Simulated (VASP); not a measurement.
Wanted: the native input for a VASP 6.6.1 run.

```
Task                   : single point
Functional             : r2SCAN
Potentials or basis    : VASP PAW PBE potentials, release 64 (Pb_d, Se)
Cutoff                 : 520 eV
k mesh                 : 4 × 4 × 4
Occupations            : gaussian, width 0.01 eV
Spin                   : no spin polarisation
Dipole correction      : no
Further INCAR settings : ALGO = Normal; EDIFF = 1e-06; NBANDS = 17
```

The system is PbSe.

```
Pb Se
1.0
     0.00000    3.42320    3.42320
     3.42320    0.00000    3.42320
     3.42320    3.42320    0.00000
Pb Se
1 1
Direct
  0.00000 0.00000 0.00000
  0.25000 0.25000 0.25000
```

The input as run:

POSCAR

```
PbSe
1.0
    0.0000000000      3.4232041329      3.4232041329
    3.4232041329      0.0000000000      3.4232041329
    3.4232041329      3.4232041329      0.0000000000
Pb Se
1 1
Direct
    0.0000000000      0.0000000000      0.0000000000
    0.2500000000      0.2500000000      0.2500000000
```

INCAR.step1

```
  ALGO = Normal
  EDIFF = 1E-4
  ENCUT = 520
  GGA = PE
  ISMEAR = 0
  LASPH = T
  LCHARG = F
  LREAL = F
  LWAVE = T
  NBANDS = 17
  NELM = 100
  PREC = Accurate
  SIGMA = 0.01
```

INCAR.step2

```
  ALGO = Normal
  EDIFF = 1E-6
  ENCUT = 520
  ISIF = 2
  ISMEAR = 0
  ISTART = 1
  LASPH = T
  LCHARG = F
  LMIXTAU = T
  LREAL = F
  LWAVE = F
  METAGGA = R2SCAN
  NBANDS = 17
  NELM = 100
  PREC = Accurate
  SIGMA = 0.01
```

KPOINTS

```
k-points
0
Gamma
  4 4 4
```

Potentials or basis: VASP PAW PBE potentials, release 64 (Pb_d, Se).

Command:

```sh
$ cat potpaw_PBE.64/Pb_d/POTCAR potpaw_PBE.64/Se/POTCAR > POTCAR
$ cp INCAR.step1 INCAR
$ mpirun -np 1 vasp_std > vasp.out
$ cp INCAR.step2 INCAR
$ mpirun -np 1 vasp_std > vasp.out
```

It gave:

```json
{
  "Pressure": "-0.1 GPa",
  "Band gap on the k mesh": "0.80 eV, indirect (least direct gap 1.34 eV)"
}
```

Caveat: the PAW data sets were made with another functional, which shifts forces and pressure a little; spin-orbit coupling is left out, which moves the levels of the heavy elements.

Wall time 50 s on 1 thread of AMD EPYC 9R14 (Zen 4) (shared host), peak memory 0.19 GiB.
